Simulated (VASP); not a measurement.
# KHfAs (P-6m2) in VASP: a series of runs, part 2 of 2

VASP 6.6.1.

**5. Relaxation of cell and atoms, PBE**

This run uses another cell than the first one, of 34.37 Å³/atom.

INCAR reads:

```
SYSTEM = KHfAs
PREC = Accurate
ENCUT = 600
EDIFF = 1E-6
ISMEAR = 0
SIGMA = 0.1
LREAL = .FALSE.
LASPH = .TRUE.
NELM = 100
ALGO = Fast
ISIF = 3
LWAVE = .FALSE.
LCHARG = .FALSE.
GGA = PE
IBRION = 2
NSW = 100
EDIFFG = -0.01
```

KPOINTS reads:

```
regular mesh
0
G
  12 12 8
  0 0 0
```

POSCAR reads:

```
KHfAs
1.0
    4.5198754089      0.0000000000      0.0000000000
   -2.2599377044      3.9143269260      0.0000000000
    0.0000000000      0.0000000000      5.8288038695
K Hf As
1 1 1
Direct
    0.0000000000      0.0000000000      0.0000000000
    0.6666666667      0.3333333333      0.5000000000
    0.3333333333      0.6666666667      0.5000000000
```

Potentials or basis: VASP PAW PBE potentials, release 64 (K_sv, Hf_pv, As).

Command:

```console
cat potpaw_PBE.64/K_sv/POTCAR potpaw_PBE.64/Hf_pv/POTCAR potpaw_PBE.64/As/POTCAR > POTCAR
mpirun -np 1 vasp_std > vasp.out
```

OUTCAR:

```text
SYSTEM = KHfAs
   PREC = Accurate
   ENCUT = 600
   EDIFF = 1E-6
   ISMEAR = 0
   LREAL = .FALSE.
   LASPH = .TRUE.
   NELM = 100
   ISIF = 3
   GGA = PE
   IBRION = 2
   NSW = 100
   EDIFFG = -0.01

 ion  position               nearest neighbor table
   1  0.000  0.000  0.000-
   2  0.667  0.333  0.500-   3 2.61   3 2.61   3 2.61
   3  0.333  0.667  0.500-   2 2.61   2 2.61   2 2.61

  LATTYP: Found a hexagonal cell.
 ALAT       =     4.5198754089
 C/A-ratio  =     1.2895939251

  Lattice vectors:

 A1 = (   4.5198754089,   0.0000000000,   0.0000000000)
 A2 = (  -2.2599377044,   3.9143269260,   0.0000000000)
 A3 = (   0.0000000000,   0.0000000000,   5.8288038695)

Analysis of symmetry for initial positions (statically):
=====================================================================
 Subroutine PRICEL returns:
 Original cell was already a primitive cell.

 Routine SETGRP: Setting up the symmetry group for a
 hexagonal supercell.

 Subroutine GETGRP returns: Found 12 space group operations
 (whereof 12 operations were pure point group operations)
[... 175 lines left out ...]
  -------------------------------------------------------------------------------------
  Total       -0.0193053     -0.0193053      0.0389696     -0.0000000      0.0000000      0.0000000
  in kB       -0.2999334     -0.2999334      0.6054431     -0.0000000      0.0000000      0.0000000
  external PRESSURE =       0.0018588 kB  Pullay stress =       0.0000000 kB
[... 135 lines left out ...]
--------------------------------------- Ionic step        5  -------------------------------------------

 number of electron      24.0000002 magnetization

 Free energy of the ion-electron system (eV)
  ---------------------------------------------------
  ext. energy  EPLUGINS =         0.00000000
  ---------------------------------------------------
  free energy    TOTEN  =       -15.59773188 eV

  energy without entropy =      -15.57939907  energy(sigma->0) =      -15.58856548

 E-fermi :   2.0635     XC(G=0):  -8.1751

 val. band max:        2.0589292076   @ k =   0.2500   0.2500   0.5000
 cond. band min:       2.0712658158   @ k =   0.4167   0.1667   0.0000
 fundamental gap:      0.0123366082
 Fermi energy:         2.0634549147

 k-point     1 :       0.0000    0.0000    0.0000
  band No.  band energies     occupation
      1     -29.6530      2.00000
      2     -29.6496      2.00000
      3     -29.6496      2.00000
      4     -29.0270      2.00000
      5     -12.5541      2.00000
      6     -12.4865      2.00000
[... 433 lines left out ...]
      3     -29.6519      2.00000
      4     -29.0231      2.00000
      5     -12.5531      2.00000
      6     -12.5452      2.00000
[... 8 lines left out ...]
     15       3.4588      0.00000
     16       4.4383      0.00000

 [... further k-points ...]

------------------------ aborting loop because EDIFF is reached ----------------------------------------

  FORCE on cell =-STRESS in cart. coord.  units (eV):
  Direction    XX          YY          ZZ          XY          YZ          ZX
  --------------------------------------------------------------------------------------
  -------------------------------------------------------------------------------------
  Total        0.0205114      0.0205114      0.0141345      0.0000000     -0.0000000     -0.0000000
  in kB        0.3180196      0.3180196      0.2191498      0.0000000     -0.0000000     -0.0000000
  external PRESSURE =       0.2850630 kB  Pullay stress =       0.0000000 kB
[... 18 lines left out ...]
  FREE ENERGIE OF THE ION-ELECTRON SYSTEM (eV)
  ---------------------------------------------------
  free  energy   TOTEN  =       -15.5977318835 eV

  energy  without entropy=      -15.5793990729  energy(sigma->0) =      -15.58856548

 reached required accuracy - stopping structural energy minimisation
```

OSZICAR:

```text
N       E                     dE             d eps       ncg     rms          rms(c)
DAV:   1     0.125016181149E+03    0.12502E+03   -0.12699E+04  3056   0.148E+03
DAV:   2    -0.958291977303E+01   -0.13460E+03   -0.13318E+03  3984   0.320E+02
DAV:   3    -0.165160221760E+02   -0.69331E+01   -0.68601E+01  4232   0.552E+01
[... 39 lines left out ...]
RMM:   2    -0.155977989265E+02    0.54221E-03   -0.77057E-04  3101   0.209E-01    0.491E-02
RMM:   3    -0.155977377136E+02    0.61213E-04   -0.36464E-04  3295   0.110E-01    0.267E-02
RMM:   4    -0.155977332827E+02    0.44309E-05   -0.52963E-05  3692   0.467E-02    0.135E-02
RMM:   5    -0.155977320899E+02    0.11928E-05   -0.11873E-05  3487   0.226E-02    0.703E-03
RMM:   6    -0.155977318835E+02    0.20637E-06   -0.41260E-06  2494   0.125E-02
   5 F= -.15597732E+02 E0= -.15588565E+02  d E =-.455877E-04
```

Run time: 8.2 min. Hardware: 1 thread of Intel Xeon Platinum 8259CL at 2.50GHz (Skylake/Cascade Lake), shared host; peak memory 0.44 GiB.

Results:

- Free energy: -15.5977 eV
- Relaxed volume: 34.45 Å³/atom
- Relaxed cell: a = 4.517 Å, b = 4.517 Å, c = 5.847 Å, α = 90.00°, β = 90.00°, γ = 120.00°
- Space group after relaxing (to 0.1 Å): P-6m2 (No. 187)
- Energy gained by relaxing: 0.0 meV/atom
- Ionic steps: 5
- Pressure after relaxing: 0.0 GPa
- Band gap on the k mesh: zero (bands 12 and 13 overlap by 0.40 eV)

Final structure:
```
CELL_PARAMETERS angstrom
4.51730 0.00000 0.00000
-2.25865 3.91209 0.00000
0.00000 0.00000 5.84741
ATOMIC_POSITIONS crystal
K 0.00000 0.00000 0.00000
Hf 0.66667 0.33333 0.50000
As 0.33333 0.66667 0.50000
```

Levels at points of the mesh, in eV from the Fermi level:
| k point | band 9 | band 10 | band 11 | band 12 | band 13 | band 14 | band 15 | band 16 |
| --- | --- | --- | --- | --- | --- | --- | --- | --- |
| (0.00, 0.00, 0.00) | -3.28 | -3.28 | -2.19 | -1.54 | 1.04 | 1.04 | 1.63 | 3.51 |
| (0.50, 0.00, 0.00) | -4.45 | -2.52 | -2.21 | -0.52 | 0.21 | 0.60 | 1.60 | 1.77 |
| (0.00, 0.00, 0.50) | -3.29 | -3.29 | -3.07 | -0.02 | 0.92 | 0.92 | 1.99 | 2.12 |
| (0.50, 0.00, 0.50) | -4.32 | -2.74 | -2.23 | -0.09 | 0.52 | 0.62 | 0.67 | 1.67 |

Caveat: spin-orbit coupling is left out, which moves the levels of the heavy elements.

**6. Relaxation of cell and atoms, PBE**

INCAR, as its differences from that of step 5:

```diff
@@ -3,3 +3,3 @@
 ENCUT = 600
-EDIFF = 1E-6
+EDIFF = 1E-7
 ISMEAR = 0
@@ -8,3 +8,3 @@
 LASPH = .TRUE.
-NELM = 100
+NELM = 60
 ALGO = Fast
```

KPOINTS reads:

```
Automatic mesh
0
G
  12 12 10
  0 0 0
```

POSCAR reads:

```
KHfAs
1.0
    4.4938717000      0.0000000000      0.0000000000
   -2.2469358500      3.8918070500      0.0000000000
    0.0000000000      0.0000000000      5.3632863100
K Hf As
1 1 1
Direct
    0.0000000000      0.0000000000      0.0000000000
    0.6666666700      0.3333333300      0.5000000000
    0.3333333300      0.6666666700      0.5000000000
```

Potentials or basis: VASP PAW PBE potentials, release 64 (K_sv, Hf_pv, As).

Command:

```console
cat potpaw_PBE.64/K_sv/POTCAR potpaw_PBE.64/Hf_pv/POTCAR potpaw_PBE.64/As/POTCAR > POTCAR
mpirun -np 1 vasp_std > vasp.out
```

OUTCAR:

```text
SYSTEM = KHfAs
   PREC = Accurate
   ENCUT = 600
   EDIFF = 1E-7
   ISMEAR = 0
   LREAL = .FALSE.
   LASPH = .TRUE.
   NELM = 60
   ISIF = 3
   GGA = PE
   IBRION = 2
   NSW = 100
   EDIFFG = -0.01

 ion  position               nearest neighbor table
   1  0.000  0.000  0.000-   2 3.73   2 3.73   2 3.73   2 3.73   2 3.73   2 3.73
   2  0.667  0.333  0.500-   3 2.59   3 2.59   3 2.59   1 3.73   1 3.73   1 3.73   1 3.73   1 3.73
                             1 3.73
   3  0.333  0.667  0.500-   2 2.59   2 2.59   2 2.59

  LATTYP: Found a hexagonal cell.
 ALAT       =     4.4938717000
 C/A-ratio  =     1.1934667182

  Lattice vectors:

 A1 = (   4.4938717000,   0.0000000000,   0.0000000000)
 A2 = (  -2.2469358500,   3.8918070500,   0.0000000000)
 A3 = (   0.0000000000,   0.0000000000,   5.3632863100)

[... 375 lines left out ...]

 E-fermi :   2.0702     XC(G=0):  -8.1752

 val. band max:        2.0616635370   @ k =   0.2500   0.2500   0.5000
 cond. band min:       2.0731682184   @ k =   0.4167   0.1667   0.0000
 fundamental gap:      0.0115046815
 Fermi energy:         2.0702463942

 k-point     1 :       0.0000    0.0000    0.0000
  band No.  band energies     occupation
      1     -29.6527      2.00000
      2     -29.6463      2.00000
      3     -29.6463      2.00000
      4     -29.0287      2.00000
      5     -12.5550      2.00000
      6     -12.4883      2.00000
[... 433 lines left out ...]
      3     -29.6507      2.00000
      4     -29.0248      2.00000
      5     -12.5550      2.00000
      6     -12.5458      2.00000
[... 8 lines left out ...]
     15       3.4799      0.00000
     16       4.4455      0.00000

 [... further k-points ...]

------------------------ aborting loop because EDIFF is reached ----------------------------------------

  FORCE on cell =-STRESS in cart. coord.  units (eV):
  Direction    XX          YY          ZZ          XY          YZ          ZX
  --------------------------------------------------------------------------------------
  -------------------------------------------------------------------------------------
  Total        0.0025843      0.0025843     -0.0008811      0.0000000     -0.0000000      0.0000000
  in kB        0.0400669      0.0400669     -0.0136601      0.0000000     -0.0000000      0.0000000
  external PRESSURE =       0.0221579 kB  Pullay stress =       0.0000000 kB
[... 18 lines left out ...]
  FREE ENERGIE OF THE ION-ELECTRON SYSTEM (eV)
  ---------------------------------------------------
  free  energy   TOTEN  =       -15.5967802106 eV

  energy  without entropy=      -15.5776067988  energy(sigma->0) =      -15.58719350

 reached required accuracy - stopping structural energy minimisation
```

OSZICAR:

```text
N       E                     dE             d eps       ncg     rms          rms(c)
DAV:   1     0.124735698171E+03    0.12474E+03   -0.12879E+04  3648   0.150E+03
DAV:   2    -0.100580201713E+02   -0.13479E+03   -0.13333E+03  4752   0.324E+02
DAV:   3    -0.164835817792E+02   -0.64256E+01   -0.63821E+01  5040   0.540E+01
[... 154 lines left out ...]
RMM:   7    -0.155967779663E+02   -0.71385E-05   -0.22047E-05  5085   0.233E-02    0.427E-03
RMM:   8    -0.155967793435E+02   -0.13772E-05   -0.63879E-06  4982   0.129E-02    0.214E-03
RMM:   9    -0.155967798759E+02   -0.53236E-06   -0.29876E-06  4391   0.816E-03    0.160E-03
RMM:  10    -0.155967801186E+02   -0.24278E-06   -0.10575E-06  3576   0.512E-03    0.622E-04
RMM:  11    -0.155967802106E+02   -0.91986E-07   -0.54137E-07  3071   0.346E-03
  10 F= -.15596780E+02 E0= -.15587194E+02  d E =-.110977E-03
```

Wall time 32 min (1 thread of Intel Xeon Platinum 8259CL at 2.50GHz (Skylake/Cascade Lake), shared host); peak memory 0.46 GiB.

Results:

* Free energy: -15.5968 eV
* Relaxed volume: 34.45 Å³/atom
* Relaxed cell: a = 4.518 Å, b = 4.518 Å, c = 5.845 Å, α = 90.00°, β = 90.00°, γ = 120.00°
* Space group after relaxing (to 0.1 Å): P-6m2 (No. 187)
* Energy gained by relaxing: 13.5 meV/atom
* Ionic steps: 10
* Pressure after relaxing: 0.0 GPa
* Band gap on the k mesh: zero (bands 12 and 13 overlap by 0.40 eV)

The path:
```
step  energy change (eV)  largest force (eV/Å)  pressure (GPa)  volume (Å³)
   1              0.0000                0.0000            1.67        93.80
   2             -0.0145                0.0000           -0.46        98.30
   3             -0.0167                0.0000            0.07        97.06
   4             -0.0225                0.0000            0.07        97.85
   5             -0.0350                0.0000            0.08       100.19
   6             -0.0382                0.0000            0.15       104.77
   7             -0.0405                0.0000            0.11       102.90
   8             -0.0405                0.0000            0.12       103.02
   9             -0.0400                0.0000           -0.27       104.12
  10             -0.0406                0.0000            0.00       103.34
```

Final structure:
```
CELL_PARAMETERS angstrom
4.51820 0.00000 0.00000
-2.25910 3.91288 0.00000
0.00000 0.00000 5.84526
ATOMIC_POSITIONS crystal
K 0.00000 0.00000 0.00000
Hf 0.66667 0.33333 0.50000
As 0.33333 0.66667 0.50000
```

Caveat: spin-orbit coupling is left out, which moves the levels of the heavy elements.

**7. The runs side by side**

| task | cell | k mesh | cutoff (eV) | gap on the mesh (eV) | pressure (GPa) | relaxed volume (Å³/atom) |
| --- | --- | --- | --- | --- | --- | --- |
| single point | a = 4.494, b = 4.494, c = 5.363 Å, angles 90.0, 90.0, 120.0°, 3 atoms | 6 × 6 × 4 | 520 | none | 1.7 | - |
| single point | a = 4.520, b = 4.520, c = 5.829 Å, angles 90.0, 90.0, 120.0°, 3 atoms | 12 × 12 × 8 | 520 | none | 0.0 | - |
| single point | a = 4.520, b = 4.520, c = 5.829 Å, angles 90.0, 90.0, 120.0°, 3 atoms | 12 × 12 × 10 | 520 | none | 0.0 | - |
| relaxation of cell and atoms | relaxed from a = 4.520, b = 4.520, c = 5.829 Å, angles 90.0, 90.0, 120.0°, 3 atoms | 12 × 12 × 8 | 600 | none | 0.0 | 34.45 |
| relaxation of cell and atoms | relaxed from a = 4.494, b = 4.494, c = 5.363 Å, angles 90.0, 90.0, 120.0°, 3 atoms | 12 × 12 × 10 | 600 | none | 0.0 | 34.45 |

Alike in all rows: level PBE; potentials or basis VASP PAW PBE potentials, release 64 (K_sv, Hf_pv, As); no spin polarisation; smearing gaussian 0.1 eV.

Caveats: spin-orbit coupling is left out, which moves the levels of the heavy elements.

Total energies depend on the potentials used, so only differences within one code and one set of settings carry meaning.

The gap in the log of VASP goes by the Fermi energy; the results here count the filled bands.